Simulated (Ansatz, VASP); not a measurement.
## Two plane-wave programs on NbP3

```
Nb P
1.0
    -1.85159    1.85159    4.32906
     1.85159   -1.85159    4.32906
     1.85159    1.85159   -4.32906
Nb P
1 3
Direct
  0.00000 0.00000 0.00000
  0.50000 0.50000 0.00000
  0.25000 0.75000 0.50000
  0.75000 0.25000 0.50000
```

Alike in both runs: functional PBE; k mesh 18 × 18 × 18; occupations gaussian, width 0.1 eV; no spin polarisation.

Ansatz relaxed the structure, and its values are those at the end. VASP's run is a single point on that final structure, the one shown.

```csv
,VASP,Ansatz
version,VASP 6.6.1,Ansatz 0.2.0
potentials or method,"VASP PAW PBE potentials, release 64 (Nb_sv, P), cutoff 520 eV","scalar-relativistic, plane waves, PAW"
valence electrons in the cell,28,28
```

|  | VASP | Ansatz | Ansatz less VASP |
| --- | --- | --- | --- |
| gap on the k mesh at the Fermi level (eV) | none | none | - |
| pressure (GPa) | -0.3 | 0.0 | +0.25 |

A gap of «none» marks a metal or a gap that the smearing closes. The functional is the same, so the differences come from potentials, cutoffs and numerics.
